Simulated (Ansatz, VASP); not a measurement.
# One calculation of MoSe, two programs

```
Mo Se
1.0
     0.00000    2.85378    2.85378
     2.85378    0.00000    2.85378
     2.85378    2.85378    0.00000
Mo Se
1 1
Direct
  0.00000 0.00000 0.00000
  0.50000 0.50000 0.50000
```

Change from the starting cell: volume scaled by 0.96.

Alike in both runs: task single point; functional PBE; k mesh 8 × 8 × 8; occupations fermi-dirac, width 0.05 eV; no spin polarisation.

```csv
,VASP,Ansatz
version,VASP 6.6.1,Ansatz 0.2.0
potentials or method,"VASP PAW PBE potentials, release 64 (Mo_sv, Se), cutoff 520 eV","all-electron LAPW, scalar-relativistic"
```

Ansatz gave:

- gap on the k mesh at the Fermi level (eV): none
- pressure (GPa): -19.5

**Question.** Which values does VASP return?

**Answer.** gap on the k mesh at the Fermi level (eV): none; pressure (GPa): -19.4.

A gap of «none» marks a metal or a gap that the smearing closes. Ansatz ran all-electron here, and VASP with PAW potentials.
